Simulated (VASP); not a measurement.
Wanted: the native input for a VASP 6.6.1 run.

```yaml
Task: single point
Functional: PBEsol
Potentials_or_basis: VASP PAW PBE potentials, release 64 (Y_sv)
Cutoff: 520 eV
k_mesh: 16 × 16 × 16
Occupations: gaussian, width 0.15 eV
Spin: no spin polarisation
Dipole_correction: no
Further_INCAR_settings: ALGO = Fast; EDIFF = 1e-06; NBANDS = 12
```

The structure of Y lies in POSCAR:

```
Y
1.0
    0.0000000000      2.4228750000      2.6092500000
    2.4228750000      0.0000000000      2.6092500000
    2.4228750000      2.4228750000      0.0000000000
Y
1
Direct
    0.0000000000      0.0000000000      0.0000000000
```

This cell differs from its parent crystal: strain -0.025 along x and y, +0.050 along z.

One way to write it, as run:

INCAR

```
SYSTEM = Y
PREC = Accurate ; ENCUT = 520
EDIFF = 1E-6 ; ISMEAR = 0
SIGMA = 0.15 ; LREAL = .FALSE.
LASPH = .TRUE. ; NELM = 80
ALGO = Fast ; ISIF = 2
LWAVE = .FALSE. ; LCHARG = .TRUE.
GGA = PS ; LELF = .TRUE.
LVHAR = .TRUE. ; NBANDS = 12
```

KPOINTS

```
Automatic mesh
0
G
  16 16 16
  0 0 0
```

Potentials or basis: VASP PAW PBE potentials, release 64 (Y_sv).

The run is started by

```console
$ cat potpaw_PBE.64/Y_sv/POTCAR > POTCAR
$ mpirun -np 1 vasp_std > vasp.out
```

Results of the run:

```yaml
Pressure: 0.1 GPa
```

Caveat: the cell differs from its parent crystal (strain -0.025 along x and y, +0.050 along z); the PAW data sets were made with another functional, which shifts forces and pressure a little.

It took 2.6 min on 1 thread of Intel(R) Xeon(R) Platinum 8259CL CPU @ 2.50GHz (Skylake/Cascade Lake), with other jobs on the host, peak memory 0.28 GiB.
